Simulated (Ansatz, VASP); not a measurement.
**WS2 in VASP and in Ansatz**

```xyz
3
Lattice="3.2288 0.0000 0.0000 -1.6144 2.7962 0.0000 0.0000 0.0000 5.9936" Properties=species:S:1:pos:R:3 pbc="T T T"
W     0.0000    0.0000    0.0000
S     0.0000    1.8641    1.5385
S     1.6144    0.9321    4.4552
```

Alike in both runs: task single point; functional PBE-based screened hybrid; k mesh 6 × 6 × 2; occupations fermi-dirac, width 0.02 eV; no spin polarisation.

|  | VASP | Ansatz |
| --- | --- | --- |
| version | VASP 6.6.1 | Ansatz 0.2.0 |
| potentials or method | VASP PAW PBE potentials, release 64 (W_sv, S) | plane waves |
| plane-wave cutoff (eV) | 520 | 420 |
| valence electrons in the cell | 26 | 26 |

|  | VASP | Ansatz | Ansatz less VASP |
| --- | --- | --- | --- |
| pressure (GPa) | -4.5 | -3.7 | +0.82 |
| traceless stress, the component that is largest in VASP (GPa) | 2.44 | 2.57 | +0.134 |
| rms of the force components (eV/Å) | 0.251 | 0.212 | -0.0396 |

VASP's potentials were made for PBE, not for PBE-based screened hybrid. Atom by atom the forces differ by 0.040 eV/Å (rms over components). Ansatz's warnings: filled band counts differ across k points, stress exchange threshold loose, stress scf threshold loose.

The k mesh is coarse, so the values compare programs but aren't converged. Spin-orbit coupling is off throughout.
